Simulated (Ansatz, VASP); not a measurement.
This is a calculation of BAs for VASP 6.6.1.

Contents of INCAR:

```
SYSTEM = BAs
  PREC = Accurate
  ENCUT = 520
  EDIFF = 1E-7
  ISMEAR = -1
  SIGMA = 0.05
  LREAL = .False.
  LASPH = .True.
  NELM = 60
  ALGO = Normal
  ISIF = 2
  LWAVE = .False.
  LCHARG = .False.
  GGA = RP
  NBANDS = 11
```

Contents of KPOINTS:

```
regular mesh
0
Gamma
  10 10 10
  0 0 0
```

The input POSCAR:

```
BAs
1.0
    0.0000000000      2.3397414207      2.3397414207
    2.3397414207      0.0000000000      2.3397414207
    2.3397414207      2.3397414207      0.0000000000
As B
1 1
Direct
    0.7500000000      0.7500000000      0.7500000000
    0.0000000000      0.0000000000      0.0000000000
```

Potentials or basis: VASP PAW PBE potentials, release 64 (As, B).

The run is started by

```sh
$ cat potpaw_PBE.64/As/POTCAR potpaw_PBE.64/B/POTCAR > POTCAR
$ mpirun -np 1 vasp_std > vasp.out
```

Question: Set up the same calculation for Ansatz 0.2.0. Potentials there: Ansatz PAW.

Answer: As run (the cutoff follows the program's own potentials):

File input.yaml:

```yaml
crystal:
  lattice:
    - [0.0, 2.3397414207, 2.3397414207]
    - [2.3397414207, 0.0, 2.3397414207]
    - [2.3397414207, 2.3397414207, 0.0]
  atoms:
    - { symbol: As, position: [0.75, 0.75, 0.75] }
    - { symbol: B, position: [0.0, 0.0, 0.0] }
hamiltonian:
  xc: rpbe
  pseudopotentials: { kind: paw }
kpoints:
  mp_grid: { grid: [10, 10, 10] }
scf:
  occupations: { method: fermi_dirac, width: 0.05 }
output:
  forces: true
  stress: true
  eigenvalues: true
```

Potentials or basis: Ansatz PAW.

Launch:

```bash
$ ansatz run input.yaml --threads 2 --pin off --max-ram 5120MiB --backend cpu --events-out ev --progress --plain --runs-dir out
```

Both were run:

|  | VASP | Ansatz | Ansatz less VASP |
| --- | --- | --- | --- |
| gap on the k mesh at the Fermi level (eV) | 1.13 | 1.15 | +0.012 |
| least direct gap on the mesh (eV) | 3.35 | 3.36 | +0.007 |
| pressure (GPa) | 16.5 | 15.7 | -0.78 |

VASP's potentials were made for PBE, not for RPBE. The functional is the same, so the differences come from potentials, cutoffs and numerics. VASP's potentials hold 8 valence electrons a cell and Ansatz's 18, so a difference there can come from the potentials and not from the codes.
